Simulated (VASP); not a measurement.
# Ti (R-3m) in VASP: a series of runs, part 2 of 2

VASP 6.6.1. The steps go on from the part before.

## 6. Single point, PBEsol

INCAR reads:

```
ALGO = Fast
EDIFF = 1E-6
ENCUT = 520
GGA = PS
ISIF = 2
ISMEAR = 0
LASPH = T
LCHARG = F
LREAL = F
LWAVE = F
NBANDS = 12
NELM = 100
PREC = Accurate
SIGMA = 0.15
```

KPOINTS reads:

```
k-points
0
Gamma
  22 22 22
```

POSCAR reads:

```
Ti
1.0
   -1.0541413641      1.6957926292      1.6957926292
    1.6957926292     -1.0541413641      1.6957926292
    1.6957926292      1.6957926292     -1.0541413641
Ti
1
Direct
    0.0000000000      0.0000000000      0.0000000000
```

Potentials or basis: VASP PAW PBE potentials, release 64 (Ti_sv).

On the command line:

```
$ cat potpaw_PBE.64/Ti_sv/POTCAR > POTCAR
$ mpirun -np 1 vasp_std > vasp.out
```

OUTCAR:

```text
EDIFF = 1E-6
   ENCUT = 520
   GGA = PS
   ISIF = 2
   ISMEAR = 0
   LASPH = T
   LREAL = F
   NELM = 100
   PREC = Accurate

 ion  position               nearest neighbor table
   1  0.000  0.000  0.000-

  LATTYP: Found a trigonal (rhomboedric) cell.
 ALAT       =     2.6196639666
 COS(alpha) =    -0.1019283747

  Lattice vectors:

 A1 = (  -1.0541413641,   1.6957926292,   1.6957926292)
 A2 = (   1.6957926292,  -1.0541413641,   1.6957926292)
 A3 = (   1.6957926292,   1.6957926292,  -1.0541413641)

Analysis of symmetry for initial positions (statically):
=====================================================================
 Subroutine PRICEL returns:
 Original cell was already a primitive cell.

 Routine SETGRP: Setting up the symmetry group for a
 trigonal (rhombohedral) supercell.

 Subroutine GETGRP returns: Found 12 space group operations
 (whereof 12 operations were pure point group operations)
 out of a pool of 12 trial point group operations.

The static configuration has the point symmetry D_3d.

Analysis of symmetry for dynamics (positions and initial velocities):
=====================================================================
 Subroutine PRICEL returns:
 Original cell was already a primitive cell.

 Routine SETGRP: Setting up the symmetry group for a
 trigonal (rhombohedral) supercell.

 Subroutine GETGRP returns: Found 12 space group operations
 (whereof 12 operations were pure point group operations)
 out of a pool of 12 trial point group operations.

The dynamic configuration has the point symmetry D_3d.

 Subroutine INISYM returns: Found 12 space group operations
 (whereof 12 operations are pure point group operations),
 and found     1 'primitive' translations

----------------------------------------------------------------------------------------

                                     Primitive cell

[... 109 lines left out ...]
  volume/ion in A,a.u.               =      17.68       119.28
  Fermi-wavevector in a.u.,A,eV,Ry     =   1.438821  2.718977 28.166848  2.070205
  Thomas-Fermi vector in A             =   2.557745
   LORBIT       =      0    0 simple, 1 ext, 2 COOP (PROOUT), +10 PAW based schemes
   GGA     = PS    functional components
   LHFCALC =     F    Hartree Fock is set to
   AEXX    =    0.0000 exact exchange contribution
   IVDW    =     0    specifies the selected vdW correction
   LEPSILON=     F    determine dielectric tensor
   LRPA    =     F    only Hartree local field effects (RPA)
 non-spin polarized calculation
 RMM-DIIS sequential band-by-band and
 Gauss-broadening in eV      SIGMA  =   0.15
  energy-cutoff  :      520.00
  volume of cell :       17.68
 maximum number of plane-waves:       491
   NGX =  9   NGY =  9   NGZ =  9

 number of electron      12.0000005 magnetization

 Free energy of the ion-electron system (eV)
  ---------------------------------------------------
  ext. energy  EPLUGINS =         0.00000000
  ---------------------------------------------------
  free energy    TOTEN  =        -7.62458348 eV

  energy without entropy =       -7.59849178  energy(sigma->0) =       -7.61153763

 E-fermi :   7.7469     XC(G=0): -11.4623

 val. band max:        7.7462309655   @ k =  -0.2727  -0.4545   0.1818
 cond. band min:       7.7472938593   @ k =  -0.3636   0.1364   0.0909
 fundamental gap:      0.0010628938
 Fermi energy:         7.7469374722

 k-point     1 :       0.0000    0.0000    0.0000
  band No.  band energies     occupation
      1     -48.5055      2.00000
      2     -24.4263      2.00000
      3     -24.2995      2.00000
      4     -24.2995      2.00000
      5       1.9953      2.00000
      6       6.6192      2.00000
      7       6.6192      2.00000
      8      11.5397      0.00000
      9      11.7784      0.00000
     10      11.7784      0.00000
     11      23.4081      0.00000
     12      23.4081      0.00000
[... 331 lines left out ...]
 k-point    24 :      -0.4545    0.0455   -0.0000
  band No.  band energies     occupation
      1     -48.3655      2.00000
      2     -25.2604      2.00000
      3     -24.3185      2.00000
      4     -24.2339      2.00000
      5       5.7135      2.00000
      6       7.2168      2.00000
      7       7.5979      1.84012
      8      10.1750      0.00000
      9      10.2753      0.00000
     10      11.8400      0.00000
     11      15.5278      0.00000
     12      24.6064      0.00000

 [... further k-points ...]
[... 5 lines left out ...]
  --------------------------------------------------------------------------------------
  -------------------------------------------------------------------------------------
  Total       -0.1995432     -0.1995432     -0.1995432     -0.6801982     -0.6801982     -0.6801982
  in kB      -18.0868037    -18.0868037    -18.0868037    -61.6538686    -61.6538686    -61.6538686
  external PRESSURE =     -18.0868037 kB  Pullay stress =       0.0000000 kB

 VOLUME and BASIS-vectors are now :
 -----------------------------------------------------------------------------
  energy-cutoff  :      520.00
  volume of cell :       17.68
      direct lattice vectors                 reciprocal lattice vectors
    -1.054141364  1.695792629  1.695792629    -0.099824143  0.263820949  0.263820949
     1.695792629 -1.054141364  1.695792629     0.263820949 -0.099824143  0.263820949
     1.695792629  1.695792629 -1.054141364     0.263820949  0.263820949 -0.099824143

 POSITION                                       TOTAL-FORCE (eV/Angst)
 -----------------------------------------------------------------------------------
      0.00000      0.00000      0.00000        -0.000000      0.000000      0.000000
 -----------------------------------------------------------------------------------
    total drift:                                0.000000      0.000000      0.000000

  FREE ENERGIE OF THE ION-ELECTRON SYSTEM (eV)
  ---------------------------------------------------
  free  energy   TOTEN  =        -7.6245834832 eV

  energy  without entropy=       -7.5984917786  energy(sigma->0) =       -7.61153763
```

Run time: 4.3 min. Hardware: 1 thread of Intel Xeon Platinum 8259CL at 2.50GHz (Skylake/Cascade Lake), shared host; peak memory 0.31 GiB.

Results:

```yaml
Free_energy: -7.6246 eV
Pressure: -1.8 GPa
Band_gap_on_the_k_mesh: zero (band 6 reaches 8.34 eV, above the bottom of band 7 at 6.62 eV)
```

Stress tensor (GPa, compression positive):
```
-1.81 -6.17 -6.17
-6.17 -1.81 -6.17
-6.17 -6.17 -1.81
```

Levels at points of the mesh, in eV from the Fermi level:
```
           k point  band 2  band 3  band 4  band 5  band 6  band 7  band 8  band 9  band 10  band 11
(0.00, 0.00, 0.00)  -32.17  -32.05  -32.05   -5.75   -1.13   -1.13    3.79    4.03     4.03    15.66
(0.50, 0.00, 0.00)  -33.03  -32.06  -31.97   -1.94   -0.56   -0.05    2.32    2.47     4.13     7.67
(0.50, 0.50, 0.00)  -32.95  -32.81  -31.94   -2.70   -0.22    2.51    2.85    4.28     5.25     6.87
(0.50, 0.50, 0.50)  -32.81  -32.81  -32.65   -1.58   -1.58   -0.17    5.31    5.31     8.82    10.62
```

Caveat: the PAW data sets were made with another functional, which shifts forces and pressure a little.

## 7. The runs side by side

```csv
cell,further INCAR settings,gap on the mesh (eV),pressure (GPa)
"a = 2.670 Å, angles 101.6°, 1 atom",ALGO = Fast; EDIFF = 1e-07; NBANDS = 12,none,-5.1
"a = 3.248 Å, angles 115.8°, 1 atom",ALGO = Fast; EDIFF = 1e-07; NBANDS = 12,none,5.5
"a = 2.954 Å, angles 112.1°, 1 atom",ALGO = Fast; EDIFF = 1e-06; NBANDS = 12,none,-7.2
"a = 2.739 Å, angles 105.7°, 1 atom",ALGO = Fast; EDIFF = 1e-07; NBANDS = 12,none,-6.3
"a = 2.620 Å, angles 95.9°, 1 atom",ALGO = Fast; EDIFF = 1e-06; NBANDS = 12,none,-1.8
```

Alike in all rows: task single point; level PBEsol; potentials or basis VASP PAW PBE potentials, release 64 (Ti_sv); no spin polarisation; k mesh 22 × 22 × 22; cutoff (eV) 520; smearing gaussian 0.15 eV.

Caveats: the PAW data sets were made with another functional, which shifts forces and pressure a little.

Absolute energies hang on the potentials; compare differences alone.
